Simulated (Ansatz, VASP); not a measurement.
## CdO in VASP and in Ansatz

```
Cd O
1.0
     0.00000    2.36099    2.36099
     2.36099    0.00000    2.36099
     2.36099    2.36099    0.00000
Cd O
1 1
Direct
  0.00000 0.00000 0.00000
  0.50000 0.50000 0.50000
```

Alike in both runs: task single point; functional LDA; k mesh 4 × 4 × 4; occupations fermi-dirac, width 0.58 eV; no spin polarisation.

```csv
,VASP,Ansatz
version,VASP 6.6.1,Ansatz 0.2.0
potentials or method,"VASP PAW LDA potentials, release 64 (Cd, O), cutoff 600 eV","scalar-relativistic, plane waves, PAW"
valence electrons in the cell,18,26
```

```tsv
	VASP	Ansatz	Ansatz less VASP
gap on the k mesh at the Fermi level (eV)	none	none	-
pressure (GPa)	-5.1	-6.6	-1.45
```

LDA's correlation is that of Perdew and Zunger in VASP and of Perdew and Wang (1992) in Ansatz. A gap of «none» marks a metal or a gap that the smearing closes. VASP's potentials hold 18 valence electrons a cell and Ansatz's 26, so a difference there can come from the potentials and not from the codes.

The k mesh is coarse, so the values compare programs but aren't converged.
